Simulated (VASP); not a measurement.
## Tc: single point with PBEsol

The system is Tc.

```
Tc
1.0
     0.00000    1.91759    1.91759
     1.91759    0.00000    1.91759
     1.91759    1.91759    0.00000
Tc
1
Direct
  0.00000 0.00000 0.00000
```

This isn't the form of Tc at room conditions, which is hcp.

```
Program                : VASP 6.6.1
Task                   : single point
Functional             : PBEsol
Potentials or basis    : VASP PAW PBE potentials, release 64 (Tc_pv)
Cutoff                 : 500 eV
k mesh                 : 8 × 8 × 8
Occupations            : fermi-dirac, width 0.1 eV
Spin                   : no spin polarisation
Dipole correction      : no
Further INCAR settings : ALGO = Normal; EDIFF = 1e-06; NBANDS = 12
```

- Pressure: -0.8 GPa
- Band gap on the k mesh: zero (an odd number of electrons rules out a gap without spin polarisation)

Levels at points of the mesh, in eV from the Fermi level:
```csv
k point,band 5,band 6,band 7,band 8,band 9,band 10
"(0.00, 0.00, 0.00)",-1.86,-1.86,-1.86,0.85,0.85,13.99
"(0.50, 0.00, 0.00)",-2.04,-2.04,1.28,2.95,2.95,11.04
"(0.50, 0.50, 0.00)",-5.50,2.90,3.55,3.55,3.94,13.17
```

Run time: 2.5 s on 1 thread of Intel(R) Xeon(R) 6975P-C (Granite Rapids), with other jobs on the host, peak memory 0.12 GiB.

Caveat: the PAW data sets were made with another functional, which shifts forces and pressure a little.
